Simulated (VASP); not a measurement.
A run of VASP 6.6.1 is set up as follows.

The input INCAR:

```
SYSTEM = C
PREC     = Accurate       ! precision mode
ENCUT    = 520            ! plane-wave cutoff, eV
EDIFF    = 1E-7           ! SCF threshold, eV
ISMEAR   = 0              ! smearing method
SIGMA    = 0.02           ! smearing width, eV
LREAL    = .False.        ! projectors in reciprocal space
LASPH    = .True.         ! aspherical terms in the spheres
NELM     = 80             ! most SCF steps
ALGO     = Normal         ! electronic algorithm
ISIF     = 2              ! what is computed and relaxed
LWAVE    = .False.        ! write WAVECAR
LCHARG   = .True.         ! write CHGCAR
GGA      = PE             ! functional
IVDW     = 12             ! dispersion correction
LELF     = .True.         ! ELF
LVHAR    = .True.       
NBANDS   = 16             ! bands
```

The input KPOINTS:

```
regular mesh
0
Gamma
  8 12 8
  0 0 0
```

Contents of POSCAR:

```
C
1.0
    4.3547929682      0.0000000000      0.0000000000
    0.0000000000      2.5142218910      0.0000000000
   -1.4470548928      0.0000000000      3.3334582198
C
4
Direct
    0.8333715330      0.0000000000      0.0001140593
    0.6666284670      0.5000000000      0.9998859407
    0.3333715330      0.5000000000      0.0001140593
    0.1666284670      0.0000000000      0.9998859407
```

Potentials or basis: VASP PAW PBE potentials, release 64 (C).

The run is started by

```console
$ cat potpaw_PBE.64/C/POTCAR > POTCAR
$ mpirun -np 1 vasp_std > vasp.out
```

**Question.** What does it give for the dispersion energy per atom?

**Answer.** -0.155 eV.

**Question.** What does it give for the pressure?

**Answer.** -15.3 GPa.

**Question.** What does it give for the largest force?

**Answer.** 0.014 eV/Å.

Forces on the atoms (eV/Å):
```
C    0.001  0.000  0.014
C   -0.001  0.000 -0.014
C    0.001  0.000  0.014
C   -0.001  0.000 -0.014
```

Caveat: the cell differs from its parent crystal (biaxial strain in the a-b plane: +2.0 %); the stress differs along the axes, from -23 to 0 GPa.
